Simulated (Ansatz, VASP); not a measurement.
## GaP: VASP beside Ansatz

```xyz
2
Lattice="0.0000 2.6957 2.6957 2.6957 0.0000 2.6957 2.6957 2.6957 0.0000" Properties=species:S:1:pos:R:3 pbc="T T T"
Ga    0.0000    0.0000    0.0000
P     1.3479    1.3479    1.3479
```

Alike in both runs: functional LDA; k mesh 8 × 8 × 8; occupations fermi-dirac, width 0.02 eV; no spin polarisation.

Ansatz relaxed the structure, and its values are those at the end. VASP's run is a single point on that final structure, the one shown.

|  | VASP | Ansatz |
| --- | --- | --- |
| version | VASP 6.6.1 | Ansatz 0.2.0 |
| potentials or method | VASP PAW LDA potentials, release 64 (Ga_d, P), cutoff 520 eV | PAW plane waves |
| valence electrons in the cell | 18 | 18 |

VASP gave:

- gap on the k mesh at the Fermi level (eV): 1.43
- pressure (GPa): 0.1

**Question.** What did Ansatz give for the same quantities?

**Answer.** gap on the k mesh at the Fermi level (eV): 1.43; pressure (GPa): 0.0.

Ansatz warns that its potentials were made for another functional, while VASP's fit it. LDA's correlation is that of Perdew and Zunger in VASP and of Perdew and Wang (1992) in Ansatz.
